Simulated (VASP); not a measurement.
SiO2, 6 atoms in the cell. The structure is tetragonal, space group I-42d (No. 122). Conventional cell: a = 4.784 Å, b = 4.784 Å, c = 7.311 Å, α = 90.00°, β = 90.00°, γ = 90.00°. Within 2.2 Å of Si (site symmetry -4) lie 4 O at 1.62 Å. O (site symmetry 2) has 2 Si at 1.62 Å within 2.2 Å. 

* Program: VASP 6.6.1
* Task: single point
* Functional: PBE
* Potentials or basis: VASP PAW PBE potentials, release 64 (Si, O)
* Cutoff: 520 eV
* k mesh: 6 × 6 × 6
* Occupations: gaussian, width 0.02 eV
* Spin: no spin polarisation
* Dipole correction: no
* Further INCAR settings: ALGO = Normal; EDIFF = 1e-07; NBANDS = 25

Potentials or basis: VASP PAW PBE potentials, release 64 (Si, O).

The run is started by

```sh
$ cat potpaw_PBE.64/Si/POTCAR potpaw_PBE.64/O/POTCAR > POTCAR
$ mpirun -np 1 vasp_std > vasp.out
```

Hardware: 1 thread of AMD EPYC 7R13, on a shared host.

Task: Estimate the wall time of this run.

Result: Wall time 2.4 min on 1 thread of AMD EPYC 7R13, with other jobs on the host, peak memory 0.21 GiB. Counts: scf iterations 15, k points 30.
